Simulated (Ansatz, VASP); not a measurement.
Pb in VASP and in Ansatz

INCAR

```
SYSTEM = Pb
ALGO     = Normal         ! electronic algorithm
EDIFF    = 1E-6           ! SCF threshold, eV
ENCUT    = 520            ! plane-wave cutoff, eV
GGA      = PE             ! functional
ISIF     = 2              ! what is computed and relaxed
ISMEAR   = -1             ! smearing method
LASPH    = .True.         ! aspherical terms in the spheres
LCHARG   = .True.         ! write CHGCAR
LELF     = .True.         ! ELF
LREAL    = .False.        ! projectors in reciprocal space
LVHAR    = .True.       
LWAVE    = .False.        ! write WAVECAR
NBANDS   = 28             ! bands
NELM     = 60             ! most SCF steps
PREC     = Accurate       ! precision mode
SIGMA    = 0.1            ! smearing width, eV
```

Contents of KPOINTS:

```
k-points
0
Gamma
  7 7 10
  0 0 0
```

Contents of POSCAR:

```
Pb
1.0
    5.9145691493      0.0000000000      0.0000000000
   -2.9572845747      5.1221671358      0.0000000000
    0.0000000000      0.0000000000      3.5742689942
Pb
3
Direct
    0.0000000000      0.0000000000      0.0000000000
    0.3333333333      0.6666666667      0.5000000000
    0.6666666667      0.3333333333      0.5000000000
```

Input for Ansatz:

```yaml
crystal:
  lattice:
    - [5.9145691493, 0.0, 0.0]
    - [-2.9572845747, 5.1221671358, 0.0]
    - [0.0, 0.0, 3.5742689942]
  atoms:
    - { symbol: Pb, position: [0.0, 0.0, 0.0] }
    - { symbol: Pb, position: [0.3333333333, 0.6666666667, 0.5] }
    - { symbol: Pb, position: [0.6666666667, 0.3333333333, 0.5] }
hamiltonian:
  xc: pbe
  pseudopotentials:
    kind: paw
    azcp:
      Pb: "pseudopotentials/Pb.paw.azcp"
basis:
  ecutwfc: 420
  fft_grid_basis: typed
kpoints:
  mp_grid: { grid: [7, 7, 10], shift: [0, 0, 0] }
magnetization:
  spin_polarized: false
scf:
  occupations: { method: fermi_dirac, width: 0.1 }
  lower_state_search: "off"
output:
  stress: true
```

Alike in both runs: task single point; functional PBE; k mesh 7 × 7 × 10; occupations fermi-dirac, width 0.1 eV; no spin polarisation.

```csv
,VASP,Ansatz
version,VASP 6.6.1,Ansatz 0.2.0
potentials or method,"VASP PAW PBE potentials, release 64 (Pb_d), cutoff 520 eV","plane waves (420 eV) with PAW, scalar-relativistic"
valence electrons in the cell,42,42
```

|  | VASP | Ansatz | Ansatz less VASP |
| --- | --- | --- | --- |
| pressure (GPa) | -3.3 | -3.3 | +0.04 |
| traceless stress, the component that is largest in VASP (GPa) | -0.45 | -0.45 | +0.003 |

The functional is the same, so the differences come from potentials, cutoffs and numerics.

Neither program's run includes spin-orbit coupling.
